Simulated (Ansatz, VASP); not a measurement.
## Al2Au in VASP and in Ansatz

```xyz
3
Lattice="0.0000 3.0100 3.0100 3.0100 0.0000 3.0100 3.0100 3.0100 0.0000" Properties=species:S:1:pos:R:3 pbc="T T T"
Al    1.5050    1.5050    1.5050
Al    4.5150    4.5150    4.5150
Au    0.0000    0.0000    0.0000
```

Change from the starting cell: volume scaled by 1.01, crystal datasets.

Alike in both runs: task electric field gradients; functional LDA; k mesh 11 × 11 × 11; occupations fermi-dirac, width 0.05 eV; no spin polarisation.

```csv
,VASP,Ansatz
version,VASP 6.6.1,Ansatz 0.2.0
potentials or method,"VASP PAW LDA potentials, release 64 (Al, Au), cutoff 520 eV","all-electron PAW with datasets made for the crystal, scalar-relativistic"
```

|  | VASP | Ansatz | Ansatz less VASP |
| --- | --- | --- | --- |
| pressure (GPa) | -3.4 | -3.6 | -0.19 |

LDA's correlation is that of Perdew and Zunger in VASP and of Perdew and Wang (1992) in Ansatz. Ansatz ran all-electron here, and VASP with PAW potentials.

Spin-orbit coupling is off throughout.
